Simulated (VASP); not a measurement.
# FePt (P4/mmm) in VASP: single point with PBE

Aim: the single point of FePt with PBE.

Everything below comes from runs of VASP 6.6.1. Logs are shortened: lines on timing, memory, paths and dates and some standing lists are left out, and cuts for length are marked.

### 1 The cell of the first run

It takes space group P4/mmm (No. 123, tetragonal). The conventional cell has a = 2.724 Å, b = 2.724 Å, c = 3.720 Å, α = 90.00°, β = 90.00°, γ = 90.00°. Within 3.5 Å of Fe (site symmetry 4/mmm) lie 8 Pt at 2.68 Å and 4 Fe at 2.72 Å. Pt (site symmetry 4/mmm) has 8 Fe at 2.68 Å and 4 Pt at 2.72 Å within 3.5 Å.

### 2 Single point, PBE, collinear spin, ferromagnetic start

INCAR

```
PREC     = Accurate       # precision mode
ENCUT    = 600            # plane-wave cutoff, eV
EDIFF    = 1E-6           # SCF threshold, eV
ISMEAR   = -1             # smearing method
SIGMA    = 0.05           # smearing width, eV
LREAL    = F              # projectors in reciprocal space
LASPH    = T              # aspherical terms in the spheres
NELM     = 200            # most SCF steps
ALGO     = Normal         # electronic algorithm
ISIF     = 2              # what is computed and relaxed
LWAVE    = F              # write WAVECAR
LCHARG   = F              # write CHGCAR
ISPIN    = 2              # spin polarisation
MAGMOM   = 3 0.3          # initial moments
LORBIT   = 11             # projections on sites
LMAXMIX  = 4              # l up to which the mixer works
GGA      = PE             # functional
NBANDS   = 20             # bands
GGA_COMPAT= F
```

KPOINTS

```
regular mesh
0
Gamma
  16 16 12
```

POSCAR

```
FePt
1.0
    2.7235000000      0.0000000000      0.0000000000
    0.0000000000      2.7235000000      0.0000000000
    0.0000000000      0.0000000000      3.7200000000
Fe Pt
1 1
Direct
    0.0000000000      0.0000000000      0.0000000000
    0.5000000000      0.5000000000      0.5000000000
```

Potentials or basis: VASP PAW PBE potentials, release 64 (Fe, Pt).

Run with:

```sh
> cat potpaw_PBE.64/Fe/POTCAR potpaw_PBE.64/Pt/POTCAR > POTCAR
> mpirun -np 1 vasp_std > vasp.out
```

OUTCAR:

```text
PREC = Accurate
   ENCUT = 600
   EDIFF = 1E-6
   ISMEAR = -1
   LREAL = F
   LASPH = T
   NELM = 200
   ISIF = 2
   ISPIN = 2
   LORBIT = 11
   GGA = PE

 ion  position               nearest neighbor table
   1  0.000  0.000  0.000-   2 2.68   2 2.68   2 2.68   2 2.68   2 2.68   2 2.68   2 2.68   2 2.68

   2  0.500  0.500  0.500-   1 2.68   1 2.68   1 2.68   1 2.68   1 2.68   1 2.68   1 2.68   1 2.68

  LATTYP: Found a simple tetragonal cell.
 ALAT       =     2.7235000000
 C/A-ratio  =     1.3658894804

  Lattice vectors:

 A1 = (   2.7235000000,   0.0000000000,   0.0000000000)
 A2 = (   0.0000000000,   2.7235000000,   0.0000000000)
 A3 = (   0.0000000000,   0.0000000000,   3.7200000000)

Analysis of symmetry for initial positions (statically):
=====================================================================
 Subroutine PRICEL returns:
 Original cell was already a primitive cell.

 Routine SETGRP: Setting up the symmetry group for a
 simple tetragonal supercell.

 Subroutine GETGRP returns: Found 16 space group operations
 (whereof 16 operations were pure point group operations)
 out of a pool of 16 trial point group operations.

The static configuration has the point symmetry D_4h.

Analysis of symmetry for dynamics (positions and initial velocities):
=====================================================================
 Subroutine PRICEL returns:
 Original cell was already a primitive cell.

 Routine SETGRP: Setting up the symmetry group for a
 simple tetragonal supercell.

 Subroutine GETGRP returns: Found 16 space group operations
 (whereof 16 operations were pure point group operations)
 out of a pool of 16 trial point group operations.

The dynamic configuration has the point symmetry D_4h.

Analysis of structural, dynamic, and magnetic symmetry:
=====================================================================
 Subroutine PRICEL returns:
 Original cell was already a primitive cell.

 Routine SETGRP: Setting up the symmetry group for a
 simple tetragonal supercell.

 Subroutine GETGRP returns: Found 16 space group operations
 (whereof 16 operations were pure point group operations)
 out of a pool of 16 trial point group operations.

The overall configuration has the point symmetry D_4h.

 Subroutine INISYM returns: Found 16 space group operations
 (whereof 16 operations are pure point group operations),
 and found     1 'primitive' translations

----------------------------------------------------------------------------------------

                                     Primitive cell

  volume of cell :      27.5929

  direct lattice vectors                    reciprocal lattice vectors
     2.723500000  0.000000000  0.000000000     0.367174592  0.000000000  0.000000000
     0.000000000  2.723500000  0.000000000     0.000000000  0.367174592  0.000000000
     0.000000000  0.000000000  3.720000000     0.000000000  0.000000000  0.268817204

  length of vectors
     2.723500000  2.723500000  3.720000000     0.367174592  0.367174592  0.268817204

  position of ions in fractional coordinates (direct lattice)
     0.000000000  0.000000000  0.000000000
     0.500000000  0.500000000  0.500000000

  ion indices of the primitive-cell ions
   primitive index   ion index
                 1           1
                 2           2

----------------------------------------------------------------------------------------

 KPOINTS: regular mesh

Automatic generation of k-mesh.
 Grid dimensions read from file:
 generate k-points for:   16   16   12

 Generating k-lattice:

  Cartesian coordinates                     Fractional coordinates (reciprocal lattice)
     0.022948412  0.000000000  0.000000000     0.062500000  0.000000000  0.000000000
     0.000000000  0.022948412  0.000000000     0.000000000  0.062500000  0.000000000
     0.000000000  0.000000000  0.022401434     0.000000000  0.000000000  0.083333333

  Length of vectors
     0.022948412  0.022948412  0.022401434

  Shift w.r.t. Gamma in fractional coordinates (k-lattice)
     0.000000000  0.000000000  0.000000000

 Subroutine IBZKPT returns following result:
 ===========================================

 Found    315 irreducible k-points:

 Following reciprocal coordinates:
            Coordinates               Weight
  0.000000  0.000000  0.000000      1.000000
  0.062500  0.000000  0.000000      4.000000
  0.125000  0.000000  0.000000      4.000000
  0.187500  0.000000  0.000000      4.000000
  0.250000  0.000000  0.000000      4.000000
  0.312500  0.000000  0.000000      4.000000
[... 16 lines left out ...]
  0.437500  0.125000  0.000000      8.000000
  0.500000  0.125000  0.000000      4.000000
 [... further k-points ...]
   k-points           NKPTS =    315   k-points in BZ     NKDIM =    315   number of bands    NBANDS=     20
   number of dos      NEDOS =    301   number of ions     NIONS =      2
   total plane-waves  NPLWV =  17280
   dimension x,y,z NGX =    24 NGY =   24 NGZ =   30
   dimension x,y,z NGXF=    48 NGYF=   48 NGZF=   60
   ions per type =               1   1
   NGX,Y,Z   is equivalent  to a cutoff of  14.65, 14.65, 13.41 a.u.
   NGXF,Y,Z  is equivalent  to a cutoff of  29.30, 29.30, 26.81 a.u.
 SYSTEM =  unknown system
   PREC   = accura    normal or accurate (medium, high low for compatibility)
   ISTART =      0    job   : 0-new  1-cont  2-samecut
   ICHARG =      2    charge: 1-file 2-atom 10-const
   ISPIN  =      2    spin polarized calculation?
   LNONCOLLINEAR =      F non collinear calculations
   LSORBIT =      F    spin-orbit coupling
   LASPH  =      T    aspherical Exc in radial PAW
   ENCUT  =  600.0 eV  44.10 Ry    6.64 a.u.   5.44  5.44  7.43*2*pi/ulx,y,z
   NELM   =    200;   NELMIN=  2; NELMDL= -5     # of ELM steps
   EDIFF  = 0.1E-05   stopping-criterion for ELM
   LREAL  =      F    real-space projection
   EDIFFG = 0.1E-04   stopping-criterion for IOM
   NSW    =      0    number of steps for IOM
   IBRION =     -1    ionic relax: 0-MD 1-quasi-New 2-CG
   NFREE  =      0    steps in history (QN), initial steepest desc. (CG)
   ISIF   =      2    stress and relaxation
   ISYM   =      2    0-nonsym 1-usesym 2-fastsym
   POTIM  = 0.5000    time-step for ionic-motion
   TEBEG  =    0.0;   TEEND  =   0.0 temperature during run
   PSTRESS=    0.0 pullay stress
   NELECT =      18.0000    total number of electrons
   NUPDOWN=      -1.0000    fix difference up-down
   EMIN   =  10.00;   EMAX   =-10.00  energy-range for DOS
   EFERMI =   0.00;   METHOD = LEGACY
   ISMEAR =    -1;   SIGMA  =   0.05  broadening in eV -4-tet -1-fermi 0-gaus
   EFERMI_NEDOS =   21; number of points for ismear=-14 and -15
   IALGO  =     38    algorithm
   IMIX   =      4    mixing-type and parameters
     AMIX     =   0.40;   BMIX     =  1.00
     AMIX_MAG =   1.60;   BMIX_MAG =  1.00
  volume/ion in A,a.u.               =      13.80        93.10
  Fermi-wavevector in a.u.,A,eV,Ry     =   1.419819  2.683070 27.427809  2.015887
  Thomas-Fermi vector in A             =   2.540800
   LORBIT       =     11    0 simple, 1 ext, 2 COOP (PROOUT), +10 PAW based schemes
   GGA     = PE    functional components
   LHFCALC =     F    Hartree Fock is set to
   AEXX    =    0.0000 exact exchange contribution
   IVDW    =     0    specifies the selected vdW correction
   LEPSILON=     F    determine dielectric tensor
   LRPA    =     F    only Hartree local field effects (RPA)
 spin polarized calculation
  energy-cutoff  :      600.00
  volume of cell :       27.59
 maximum number of plane-waves:       942
 NGX is ok and might be reduce to    24
   NGX = 11   NGY = 11   NGZ = 15

 number of electron      18.0000002 magnetization       3.2776727

 Free energy of the ion-electron system (eV)
  ---------------------------------------------------
  ext. energy  EPLUGINS =         0.00000000
  ---------------------------------------------------
  free energy    TOTEN  =       -14.80669326 eV

  energy without entropy =      -14.79639526  energy(sigma->0) =      -14.80154426

 E-fermi :   8.7042     XC(G=0): -13.0578

 val. band max:        8.6998371679   @ k =   0.3125   0.3125   0.2500
 cond. band min:       8.7135235813   @ k =   0.5000   0.1250   0.0000
 fundamental gap:      0.0136864134
 Fermi energy:         8.7042430343

 spin component 1

 k-point     1 :       0.0000    0.0000    0.0000
  band No.  band energies     occupation
      1      -0.8897      1.00000
      2       2.3499      1.00000
      3       2.5229      1.00000
      4       5.2564      1.00000
      5       5.2564      1.00000
      6       5.7857      1.00000
[... 12 lines left out ...]
     19      30.2297      0.00000
     20      30.2297      0.00000

 k-point     2 :       0.0625    0.0000    0.0000
  band No.  band energies     occupation
      1      -0.7874      1.00000
      2       2.4083      1.00000
      3       2.5887      1.00000
      4       5.2150      1.00000
      5       5.2854      1.00000
      6       5.8134      1.00000
[... 498 lines left out ...]
 k-point    24 :       0.5000    0.1250    0.0000
  band No.  band energies     occupation
      1       2.9868      1.00000
      2       3.7351      1.00000
      3       3.8779      1.00000
      4       4.1739      1.00000
      5       4.7487      1.00000
      6       5.2619      1.00000
[... 12 lines left out ...]
     19      30.4231      0.00000
     20      31.9462      0.00000

 [... further k-points ...]

 spin component 2

 k-point     1 :       0.0000    0.0000    0.0000
  band No.  band energies     occupation
      1      -0.7553      1.00000
      2       2.9106      1.00000
      3       2.9250      1.00000
      4       6.3371      1.00000
      5       6.3371      1.00000
      6       7.9128      1.00000
[... 12 lines left out ...]
     19      30.3304      0.00000
     20      30.3304      0.00000

 k-point     2 :       0.0625    0.0000    0.0000
  band No.  band energies     occupation
      1      -0.6524      1.00000
      2       2.9539      1.00000
      3       3.0088      1.00000
      4       6.2373      1.00000
      5       6.3654      1.00000
      6       7.8551      1.00000
[... 498 lines left out ...]
 k-point    24 :       0.5000    0.1250    0.0000
  band No.  band energies     occupation
      1       3.1482      1.00000
      2       4.0685      1.00000
      3       4.4449      1.00000
      4       4.5356      1.00000
      5       6.0478      1.00000
      6       6.6642      1.00000
[... 12 lines left out ...]
     19      31.0549      0.00000
     20      32.3085      0.00000

 [... further k-points ...]
[... 5 lines left out ...]
  --------------------------------------------------------------------------------------
  -------------------------------------------------------------------------------------
  Total        0.4249757      0.4249757      0.7215687      0.0000000      0.0000000      0.0000000
  in kB       24.6761237     24.6761237     41.8977378      0.0000000      0.0000000      0.0000000
  external PRESSURE =      30.4166618 kB  Pullay stress =       0.0000000 kB

 VOLUME and BASIS-vectors are now :
 -----------------------------------------------------------------------------
  energy-cutoff  :      600.00
  volume of cell :       27.59
      direct lattice vectors                 reciprocal lattice vectors
     2.723500000  0.000000000  0.000000000     0.367174592  0.000000000  0.000000000
     0.000000000  2.723500000  0.000000000     0.000000000  0.367174592  0.000000000
     0.000000000  0.000000000  3.720000000     0.000000000  0.000000000  0.268817204

 POSITION                                       TOTAL-FORCE (eV/Angst)
 -----------------------------------------------------------------------------------
      0.00000      0.00000      0.00000         0.000000      0.000000      0.000000
      1.36175      1.36175      1.86000         0.000000      0.000000      0.000000
 -----------------------------------------------------------------------------------
    total drift:                                0.000000      0.000000     -0.000000

  FREE ENERGIE OF THE ION-ELECTRON SYSTEM (eV)
  ---------------------------------------------------
  free  energy   TOTEN  =       -14.8066932582 eV

  energy  without entropy=      -14.7963952612  energy(sigma->0) =      -14.80154426

 total charge

# of ion       s       p       d       tot
------------------------------------------
    1        0.410   0.452   6.126   6.987
    2        0.715   0.664   8.057   9.436
--------------------------------------------------
tot          1.124   1.116  14.182  16.423

 magnetization (x)

# of ion       s       p       d       tot
------------------------------------------
    1        0.005  -0.007   2.926   2.924
    2       -0.026  -0.067   0.423   0.330
--------------------------------------------------
tot         -0.021  -0.074   3.349   3.254
```

Run time: 3.9 min. Hardware: 1 thread of Intel Xeon Platinum 8259CL at 2.50GHz (Skylake/Cascade Lake), shared host; peak memory 0.43 GiB.

What came out:

- Free energy: -14.8067 eV
- Pressure: 3.0 GPa
- Net moment: 3.28 μB per cell
- Site moments: Fe +2.92; Pt +0.33 μB
- Valence electrons inside the program's atomic spheres: Fe 6.99; Pt 9.44

Levels at points of the mesh, in eV from the Fermi level:
Spin up:
| k point | band 9 | band 10 | band 11 | band 12 | band 13 | band 14 |
| --- | --- | --- | --- | --- | --- | --- |
| (0.00, 0.00, 0.00) | -0.53 | -0.40 | -0.40 | 2.28 | 9.77 | 11.66 |
| (0.50, 0.00, 0.00) | -2.15 | -1.63 | 0.14 | 2.02 | 10.46 | 10.55 |
| (0.50, 0.50, 0.00) | -0.48 | 0.54 | 1.61 | 1.61 | 7.59 | 10.03 |
| (0.00, 0.00, 0.50) | -2.16 | -2.16 | -1.86 | -0.85 | 15.64 | 15.68 |
| (0.50, 0.00, 0.50) | -0.57 | -0.52 | -0.50 | -0.42 | 4.70 | 6.81 |
| (0.50, 0.50, 0.50) | -1.06 | 0.54 | 6.85 | 6.85 | 7.69 | 8.35 |
Spin down:
```tsv
k point	band 5	band 6	band 7	band 8	band 9	band 10	band 11	band 12
(0.00, 0.00, 0.00)	-2.37	-0.79	-0.78	0.60	1.68	1.68	1.70	2.47
(0.50, 0.00, 0.00)	-2.47	-1.38	-1.17	-0.88	0.54	0.71	2.35	2.57
(0.50, 0.50, 0.00)	0.92	1.25	1.66	1.73	1.74	1.74	1.76	1.76
(0.00, 0.00, 0.50)	-1.91	-1.91	-1.41	-0.59	0.19	0.45	0.45	1.45
(0.50, 0.00, 0.50)	-2.25	-0.47	-0.42	-0.40	0.90	1.49	1.58	1.65
(0.50, 0.50, 0.50)	-1.49	-1.36	-1.36	0.79	0.93	1.73	7.57	7.57
```

Caveat: the cell stands under pressure; spin-orbit coupling is left out, which moves the levels of the heavy elements.
